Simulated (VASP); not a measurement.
# Pt (Im-3m) in VASP: further runs, part 2 of 2

VASP 6.6.1.

### 3 Single point, r2SCAN

This run uses another cell than the first one, of 14.94 Å³/atom, 1.030 times its volume.

POSCAR reads:

```
Pt
1.0
   -1.5515118420      1.5515118420      1.5515118420
    1.5515118420     -1.5515118420      1.5515118420
    1.5515118420      1.5515118420     -1.5515118420
Pt
1
Direct
    0.0000000000      0.0000000000      0.0000000000
```

INCAR.step1 reads:

```
  PREC = Accurate
  ENCUT = 550
  ISMEAR = -1
  SIGMA = 0.1
  LREAL = F
  LASPH = T
  NELM = 120
  NBANDS = 11
  GGA = PE
  ALGO = Normal
  EDIFF = 1E-5
  LWAVE = T
  LCHARG = F
  GGA_COMPAT = F
```

INCAR.step2 reads:

```
  PREC = Accurate
  ENCUT = 550
  EDIFF = 1E-6
  ISMEAR = -1
  SIGMA = 0.1
  LREAL = F
  LASPH = T
  NELM = 120
  ALGO = Normal
  ISIF = 2
  LWAVE = F
  LCHARG = F
  METAGGA = R2SCAN
  LMIXTAU = T
  NBANDS = 11
  ISTART = 1
  GGA_COMPAT = F
```

KPOINTS reads:

```
Automatic mesh
0
Gamma
  15 15 15
```

Potentials or basis: VASP PAW PBE potentials, release 64 (Pt).

On the command line:

```console
> cat potpaw_PBE.64/Pt/POTCAR > POTCAR
> cp INCAR.step1 INCAR
> mpirun -np 1 vasp_std > vasp.out
> cp INCAR.step2 INCAR
> mpirun -np 1 vasp_std > vasp.out
```

OUTCAR:

```text
PREC = Accurate
   ENCUT = 550
   EDIFF = 1E-6
   ISMEAR = -1
   LREAL = F
   LASPH = T
   NELM = 120
   ISIF = 2
   METAGGA = R2SCAN
   ISTART = 1

 ion  position               nearest neighbor table
   1  0.000  0.000  0.000-

  LATTYP: Found a body centered cubic cell.
 ALAT       =     3.1030236840

  Lattice vectors:

 A1 = (  -1.5515118420,   1.5515118420,   1.5515118420)
 A2 = (   1.5515118420,  -1.5515118420,   1.5515118420)
 A3 = (   1.5515118420,   1.5515118420,  -1.5515118420)

Analysis of symmetry for initial positions (statically):
=====================================================================
 Subroutine PRICEL returns:
 Original cell was already a primitive cell.

 Routine SETGRP: Setting up the symmetry group for a
 body centered cubic supercell.

 Subroutine GETGRP returns: Found 48 space group operations
[... 9 lines left out ...]

 Routine SETGRP: Setting up the symmetry group for a
 body centered cubic supercell.

 Subroutine GETGRP returns: Found 48 space group operations
[... 11 lines left out ...]
                                     Primitive cell
[... 141 lines left out ...]
 fundamental gap:      0.0322020673
 Fermi energy:        10.9935132395

 k-point     1 :       0.0000    0.0000    0.0000
  band No.  band energies     occupation
      1       0.6296      2.00000
      2       7.0497      2.00000
      3       7.0497      2.00000
      4       7.0497      2.00000
      5       9.7696      1.99999
      6       9.7696      1.99999
      7      29.0474      0.00000
      8      29.0474      0.00000
      9      29.0474      0.00000
     10      40.2047      0.00000
     11      40.2047      0.00000
[... 309 lines left out ...]
 k-point    24 :       0.4000    0.2000   -0.0000
  band No.  band energies     occupation
      1       4.5731      2.00000
      2       5.7975      2.00000
      3       7.8832      2.00000
      4       9.5860      2.00000
      5      10.5710      1.97117
      6      16.0378      0.00000
      7      17.5329      0.00000
      8      23.3184      0.00000
      9      27.7301      0.00000
     10      35.6180      0.00000
     11      35.8467      0.00000

 [... further k-points ...]

------------------------ aborting loop because EDIFF is reached ----------------------------------------

  FORCE on cell =-STRESS in cart. coord.  units (eV):
  Direction    XX          YY          ZZ          XY          YZ          ZX
  --------------------------------------------------------------------------------------
  -------------------------------------------------------------------------------------
  Total        1.0131356      1.0131356      1.0131356     -0.0000000      0.0000000     -0.0000000
  in kB      108.6557952    108.6557952    108.6557952     -0.0000000      0.0000000     -0.0000000
  external PRESSURE =     108.6557952 kB  Pullay stress =       0.0000000 kB

 VOLUME and BASIS-vectors are now :
 -----------------------------------------------------------------------------
  energy-cutoff  :      550.00
  volume of cell :       14.94
      direct lattice vectors                 reciprocal lattice vectors
    -1.551511842  1.551511842  1.551511842     0.000000000  0.322266312  0.322266312
     1.551511842 -1.551511842  1.551511842     0.322266312  0.000000000  0.322266312
     1.551511842  1.551511842 -1.551511842     0.322266312  0.322266312  0.000000000

 POSITION                                       TOTAL-FORCE (eV/Angst)
 -----------------------------------------------------------------------------------
      0.00000      0.00000      0.00000         0.000000     -0.000000     -0.000000
 -----------------------------------------------------------------------------------
    total drift:                                0.000000      0.000000      0.000000

  FREE ENERGIE OF THE ION-ELECTRON SYSTEM (eV)
  ---------------------------------------------------
  free  energy   TOTEN  =       -51.4102948248 eV

  energy  without entropy=      -51.3876960784  energy(sigma->0) =      -51.39899545
```

OUTCAR.step1:

```text
PREC = Accurate
   ENCUT = 550
   ISMEAR = -1
   LREAL = F
   LASPH = T
   NELM = 120
[... 550 lines left out ...]

 POSITION                                       TOTAL-FORCE (eV/Angst)
 -----------------------------------------------------------------------------------
      0.00000      0.00000      0.00000         0.000000      0.000000     -0.000000
 -----------------------------------------------------------------------------------
    total drift:                                0.000000      0.000000      0.000000

  FREE ENERGIE OF THE ION-ELECTRON SYSTEM (eV)
  ---------------------------------------------------
  free  energy   TOTEN  =        -5.9842866325 eV

  energy  without entropy=       -5.9591298858  energy(sigma->0) =       -5.97170826
```

OSZICAR.step1:

```text
N       E                     dE             d eps       ncg     rms          rms(c)
DAV:   1     0.423271938368E+02    0.42327E+02   -0.55563E+03  2680   0.883E+02
DAV:   2    -0.569713091175E+01   -0.48024E+02   -0.46005E+02  2991   0.183E+02
DAV:   3    -0.633742928313E+01   -0.64030E+00   -0.63606E+00  3092   0.201E+01
DAV:   4    -0.633987686873E+01   -0.24476E-02   -0.24474E-02  3071   0.145E+00
DAV:   5    -0.633989543931E+01   -0.18571E-04   -0.18571E-04  3108   0.118E-01    0.129E+01
DAV:   6    -0.602656606637E+01    0.31333E+00   -0.66205E-01  2859   0.649E+00    0.686E+00
DAV:   7    -0.598773447218E+01    0.38832E-01   -0.13728E-01  2997   0.290E+00    0.244E+00
DAV:   8    -0.598449036046E+01    0.32441E-02   -0.67188E-03  2874   0.720E-01    0.539E-01
DAV:   9    -0.598428255498E+01    0.20781E-03   -0.19978E-04  3039   0.126E-01    0.315E-02
DAV:  10    -0.598428663248E+01   -0.40775E-05   -0.32051E-06  1854   0.145E-02
   1 F= -.59842866E+01 E0= -.59717083E+01  d E =-.251567E-01
```

It took 46 s on 1 thread of Intel Xeon Platinum 8488C (Sapphire Rapids), shared host; peak memory 0.16 GiB.

What came out:

```
Free energy            : -51.4103 eV
Pressure               : 10.9 GPa
Band gap on the k mesh : zero (band 5 reaches 12.09 eV, above the bottom of band 6 at 9.60 eV)
```

Levels at points of the mesh, in eV from the Fermi level:
```
           k point  band 2  band 3  band 4  band 5  band 6  band 7  band 8  band 9
(0.00, 0.00, 0.00)   -3.94   -3.94   -3.94   -1.22   -1.22   18.05   18.05   18.05
```

Caveat: the PAW data sets were made with another functional, which shifts forces and pressure a little; spin-orbit coupling is left out, which moves the levels of the heavy elements.

### 4 Single point, r2SCAN

This run uses another cell than the first one, of 15.19 Å³/atom, 1.048 times its volume.

POSCAR reads:

```
Pt
1.0
   -1.5602754477      1.5602754477      1.5602754477
    1.5602754477     -1.5602754477      1.5602754477
    1.5602754477      1.5602754477     -1.5602754477
Pt
1
Direct
    0.0000000000      0.0000000000      0.0000000000
```

INCAR.step1 reads:

```
SYSTEM = Pt
PREC = Accurate ; ENCUT = 550
ISMEAR = -1 ; SIGMA = 0.1
LREAL = .False. ; LASPH = .True.
NELM = 120 ; NBANDS = 11
GGA = PE ; ALGO = Normal
EDIFF = 1E-5 ; LWAVE = .True.
LCHARG = .False. ; GGA_COMPAT = .False.
```

INCAR.step2 reads:

```
SYSTEM = Pt
PREC = Accurate ; ENCUT = 550
EDIFF = 1E-6 ; ISMEAR = -1
SIGMA = 0.1 ; LREAL = .False.
LASPH = .True. ; NELM = 120
ALGO = Normal ; ISIF = 2
LWAVE = .False. ; LCHARG = .False.
METAGGA = R2SCAN ; LMIXTAU = .True.
NBANDS = 11 ; ISTART = 1
GGA_COMPAT = .False.
```

KPOINTS reads:

```
Automatic mesh
0
Gamma
  15 15 15
  0 0 0
```

Potentials or basis: VASP PAW PBE potentials, release 64 (Pt).

On the command line:

```console
> cat potpaw_PBE.64/Pt/POTCAR > POTCAR
> cp INCAR.step1 INCAR
> mpirun -np 1 vasp_std > vasp.out
> cp INCAR.step2 INCAR
> mpirun -np 1 vasp_std > vasp.out
```

OUTCAR:

```text
SYSTEM = Pt
   PREC = Accurate
   ENCUT = 550
   EDIFF = 1E-6
   ISMEAR = -1
   LREAL = .False.
   LASPH = .True.
   NELM = 120
   ISIF = 2
   METAGGA = R2SCAN
   ISTART = 1

 ion  position               nearest neighbor table
   1  0.000  0.000  0.000-

  LATTYP: Found a body centered cubic cell.
 ALAT       =     3.1205508954

  Lattice vectors:

 A1 = (  -1.5602754477,   1.5602754477,   1.5602754477)
 A2 = (   1.5602754477,  -1.5602754477,   1.5602754477)
[... 514 lines left out ...]
     10      35.1171      0.00000
     11      35.4238      0.00000

 [... further k-points ...]

------------------------ aborting loop because EDIFF is reached ----------------------------------------

  FORCE on cell =-STRESS in cart. coord.  units (eV):
  Direction    XX          YY          ZZ          XY          YZ          ZX
  --------------------------------------------------------------------------------------
  -------------------------------------------------------------------------------------
  Total        0.5447391      0.5447391      0.5447391      0.0000000      0.0000000     -0.0000000
  in kB       57.4427596     57.4427596     57.4427596      0.0000000      0.0000000     -0.0000000
  external PRESSURE =      57.4427596 kB  Pullay stress =       0.0000000 kB

 VOLUME and BASIS-vectors are now :
 -----------------------------------------------------------------------------
  energy-cutoff  :      550.00
  volume of cell :       15.19
      direct lattice vectors                 reciprocal lattice vectors
    -1.560275448  1.560275448  1.560275448     0.000000000  0.320456238  0.320456238
     1.560275448 -1.560275448  1.560275448     0.320456238  0.000000000  0.320456238
     1.560275448  1.560275448 -1.560275448     0.320456238  0.320456238  0.000000000

 POSITION                                       TOTAL-FORCE (eV/Angst)
 -----------------------------------------------------------------------------------
      0.00000      0.00000      0.00000         0.000000      0.000000     -0.000000
 -----------------------------------------------------------------------------------
    total drift:                                0.000000      0.000000     -0.000000

  FREE ENERGIE OF THE ION-ELECTRON SYSTEM (eV)
  ---------------------------------------------------
  free  energy   TOTEN  =       -51.4234748667 eV

  energy  without entropy=      -51.4000992932  energy(sigma->0) =      -51.41178708
```

OUTCAR.step1:

```text
SYSTEM = Pt
   PREC = Accurate
   ENCUT = 550
   ISMEAR = -1
   LREAL = .False.
   LASPH = .True.
[... 553 lines left out ...]
 -----------------------------------------------------------------------------------
      0.00000      0.00000      0.00000         0.000000      0.000000     -0.000000
 -----------------------------------------------------------------------------------
    total drift:                                0.000000      0.000000     -0.000000

  FREE ENERGIE OF THE ION-ELECTRON SYSTEM (eV)
  ---------------------------------------------------
  free  energy   TOTEN  =        -6.0050449567 eV

  energy  without entropy=       -5.9788240881  energy(sigma->0) =       -5.99193452
```

OSZICAR.step1:

```text
N       E                     dE             d eps       ncg     rms          rms(c)
DAV:   1     0.422306630279E+02    0.42231E+02   -0.55435E+03  2672   0.886E+02
DAV:   2    -0.572422352854E+01   -0.47955E+02   -0.45986E+02  3018   0.183E+02
DAV:   3    -0.636060702842E+01   -0.63638E+00   -0.63475E+00  3104   0.199E+01
DAV:   4    -0.636307411964E+01   -0.24671E-02   -0.24669E-02  3083   0.146E+00
DAV:   5    -0.636309373480E+01   -0.19615E-04   -0.19613E-04  3139   0.121E-01    0.123E+01
DAV:   6    -0.604504024363E+01    0.31805E+00   -0.69529E-01  2823   0.660E+00    0.652E+00
DAV:   7    -0.600836156500E+01    0.36679E-01   -0.13167E-01  3027   0.282E+00    0.243E+00
DAV:   8    -0.600526480314E+01    0.30968E-02   -0.64765E-03  2871   0.702E-01    0.545E-01
DAV:   9    -0.600504134704E+01    0.22346E-03   -0.23670E-04  3036   0.134E-01    0.348E-02
DAV:  10    -0.600504495665E+01   -0.36096E-05   -0.35336E-06  1815   0.153E-02
   1 F= -.60050450E+01 E0= -.59919345E+01  d E =-.262209E-01
```

Wall time 65 s (1 thread of Intel Xeon Platinum 8488C (Sapphire Rapids), shared host); peak memory 0.16 GiB.

What came out:

```yaml
Free_energy: -51.4235 eV
Pressure: 5.7 GPa
Band_gap_on_the_k_mesh: zero (band 5 reaches 11.74 eV, above the bottom of band 6 at 9.33 eV)
```

Caveat: the PAW data sets were made with another functional, which shifts forces and pressure a little; spin-orbit coupling is left out, which moves the levels of the heavy elements.

### 5 Single point, r2SCAN

This run uses another cell than the first one, of 15.47 Å³/atom, 1.067 times its volume.

POSCAR reads:

```
Pt
1.0
   -1.5697790677      1.5697790677      1.5697790677
    1.5697790677     -1.5697790677      1.5697790677
    1.5697790677      1.5697790677     -1.5697790677
Pt
1
Direct
    0.0000000000      0.0000000000      0.0000000000
```

INCAR.step1 reads:

```
PREC     = Accurate       # precision mode
ENCUT    = 550            # plane-wave cutoff, eV
ISMEAR   = -1             # smearing method
SIGMA    = 0.1            # smearing width, eV
LREAL    = False          # projectors in reciprocal space
LASPH    = True           # aspherical terms in the spheres
NELM     = 120            # most SCF steps
NBANDS   = 11             # bands
GGA      = PE             # functional
ALGO     = Normal         # electronic algorithm
EDIFF    = 1E-5           # SCF threshold, eV
LWAVE    = True           # write WAVECAR
LCHARG   = False          # write CHGCAR
GGA_COMPAT= False
```

INCAR.step2 reads:

```
PREC     = Accurate       # precision mode
ENCUT    = 550            # plane-wave cutoff, eV
EDIFF    = 1E-6           # SCF threshold, eV
ISMEAR   = -1             # smearing method
SIGMA    = 0.1            # smearing width, eV
LREAL    = False          # projectors in reciprocal space
LASPH    = True           # aspherical terms in the spheres
NELM     = 120            # most SCF steps
ALGO     = Normal         # electronic algorithm
ISIF     = 2              # what is computed and relaxed
LWAVE    = False          # write WAVECAR
LCHARG   = True           # write CHGCAR
METAGGA  = R2SCAN         # meta-GGA
LMIXTAU  = True         
LELF     = True           # ELF
LVHAR    = True         
NBANDS   = 11             # bands
ISTART   = 1            
GGA_COMPAT= False
```

KPOINTS reads:

```
Automatic mesh
0
Gamma
  15 15 15
```

On the command line:

```console
> cat potpaw_PBE.64/Pt/POTCAR > POTCAR
> cp INCAR.step1 INCAR
> mpirun -np 1 vasp_std > vasp.out
> cp INCAR.step2 INCAR
> mpirun -np 1 vasp_std > vasp.out
```

It took 52 s on 1 thread of Intel Xeon Platinum 8488C (Sapphire Rapids), shared host; peak memory 0.16 GiB.

The run converged. Its results:

- Free energy: -51.4291 eV
- Pressure: 0.7 GPa
- Band gap on the k mesh: zero (band 5 reaches 11.37 eV, above the bottom of band 6 at 9.03 eV)

Levels at points of the mesh, in eV from the Fermi level:
| k point | band 1 | band 2 | band 3 | band 4 | band 5 | band 6 | band 7 | band 8 | band 9 | band 10 |
| --- | --- | --- | --- | --- | --- | --- | --- | --- | --- | --- |
| (0.00, 0.00, 0.00) | -9.98 | -3.74 | -3.74 | -3.74 | -1.16 | -1.16 | 18.07 | 18.07 | 18.07 | 28.76 |

Caveat: the PAW data sets were made with another functional, which shifts forces and pressure a little; spin-orbit coupling is left out, which moves the levels of the heavy elements.

### 6 Summary

| cell | gap on the mesh (eV) | pressure (GPa) |
| --- | --- | --- |
| a = 2.661 Å, angles 109.5°, 1 atom | none | 21.0 |
| a = 2.687 Å, angles 109.5°, 1 atom | none | 10.9 |
| a = 2.702 Å, angles 109.5°, 1 atom | none | 5.7 |
| a = 2.719 Å, angles 109.5°, 1 atom | none | 0.7 |

Alike in all rows: task single point; level r2SCAN; potentials or basis VASP PAW PBE potentials, release 64 (Pt); no spin polarisation; k mesh 15 × 15 × 15; cutoff (eV) 550; smearing fermi-dirac 0.1 eV.

Caveats: the PAW data sets were made with another functional, which shifts forces and pressure a little; spin-orbit coupling is left out, which moves the levels of the heavy elements.

Total energies depend on the potentials used, so only differences within one code and one set of settings carry meaning.
